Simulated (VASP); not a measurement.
A run of VASP 6.6.1 is set up as follows.

Contents of INCAR:

```
PREC     = Accurate       # precision mode
ENCUT    = 620            # plane-wave cutoff, eV
EDIFF    = 1E-6           # SCF threshold, eV
ISMEAR   = 0              # smearing method
SIGMA    = 0.1            # smearing width, eV
LREAL    = F              # projectors in reciprocal space
LASPH    = T              # aspherical terms in the spheres
NELM     = 120            # most SCF steps
ALGO     = Normal         # electronic algorithm
ISIF     = 2              # what is computed and relaxed
LWAVE    = F              # write WAVECAR
LCHARG   = T              # write CHGCAR
GGA      = PS             # functional
LELF     = T              # ELF
LVHAR    = T            
NBANDS   = 64             # bands
GGA_COMPAT= F            
NELMDL   = -8
```

Contents of KPOINTS:

```
regular mesh
0
Gamma
  3 3 1
```

File POSCAR:

```
Mg8Si4HO
1.0
    6.3910000000      0.0000000000      0.0000000000
    0.0000000000      6.3910000000      0.0000000000
    0.0000000000      0.0000000000     15.7932500000
Mg Si O H
8 4 1 1
Direct
    0.1899788765      0.8162531685      0.3443502129
    0.3552004381      0.3556915976      0.3357355199
    0.2452644344      0.2454119856      0.1511019581
    0.2508893757      0.7493013613      0.1502058791
    0.7530625880      0.7531678923      0.1536697007
    0.7493181036      0.2509253638      0.1502743261
    0.8154008762      0.1908441558      0.3446352714
    0.7071492724      0.7076189955      0.3537570798
    0.0000000000      0.0000000000      0.0633181897
    0.0027801596      0.4976412142      0.2644115682
    0.4974146456      0.0031826005      0.2643993478
    0.5000000000      0.5000000000      0.0633181897
   -0.0665562510      0.9341054608      0.4046996660
   -0.0587570020      0.9409640119      0.4662156934
```

Potentials or basis: VASP PAW PBE potentials, release 64 (Mg_sv, Si, O, H).

Launch:

```bash
$ cat potpaw_PBE.64/Mg_sv/POTCAR potpaw_PBE.64/Si/POTCAR potpaw_PBE.64/O/POTCAR potpaw_PBE.64/H/POTCAR > POTCAR
$ mpirun -np 1 vasp_std > vasp.out
```

**Question.** Predict the largest force.

**Answer.** 0.258 eV/Å.

**Question.** Predict the band gap on the k mesh.

**Answer.** Zero (an odd number of electrons rules out a gap without spin polarisation).

Forces on the atoms (eV/Å):
```
Mg   0.023  0.012 -0.006
Mg   0.077  0.077 -0.040
Mg  -0.001 -0.001 -0.005
Mg   0.004  0.006  0.001
Mg  -0.001 -0.001  0.007
Mg   0.006  0.003  0.001
Mg   0.012  0.025 -0.005
Mg   0.022  0.023  0.010
Si  -0.118 -0.115 -0.155
Si   0.011  0.005  0.001
Si   0.005  0.011  0.001
Si   0.017  0.016  0.021
O   -0.100 -0.108 -0.081
H    0.044  0.048  0.249
```

Caveat: there is no dipole correction, which matters where the two faces differ; the PAW data sets were made with another functional, which shifts forces and pressure a little; an odd number of electrons without spin polarisation forces a metal; a magnetic or distorted state may lie lower.
